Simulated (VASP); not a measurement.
Crystal: Pt.

```
Pt
1.0
     0.00000    1.96090    1.96090
     1.96090    0.00000    1.96090
     1.96090    1.96090    0.00000
Pt
1
Direct
  0.00000 0.00000 0.00000
```

Base run:

- Program: VASP 6.6.1
- Functional: RPBE
- Potentials or basis: VASP PAW PBE potentials, release 64 (Pt)
- Cutoff: 520 eV
- k mesh: 15 × 15 × 15
- Occupations: methfessel-paxton, width 0.05 eV
- Spin: no spin polarisation

Its results: band gap on the k mesh zero (band 5 reaches 11.79 eV, above the bottom of band 6 at 9.61 eV); pressure 13.7 GPa.

Q: The run is repeated on the same cell with these changes: functional from RPBE to LDA; potentials or basis from VASP PAW PBE potentials, release 64 (Pt) to VASP PAW LDA potentials, release 64 (Pt). What comes out?

A: Band gap on the k mesh zero (band 5 reaches 11.58 eV, above the bottom of band 6 at 9.41 eV); pressure -5.6 GPa.

Caveats: spin-orbit coupling is left out, which moves the levels of the heavy elements; the PAW data sets were made with another functional, which shifts forces and pressure a little (some runs).
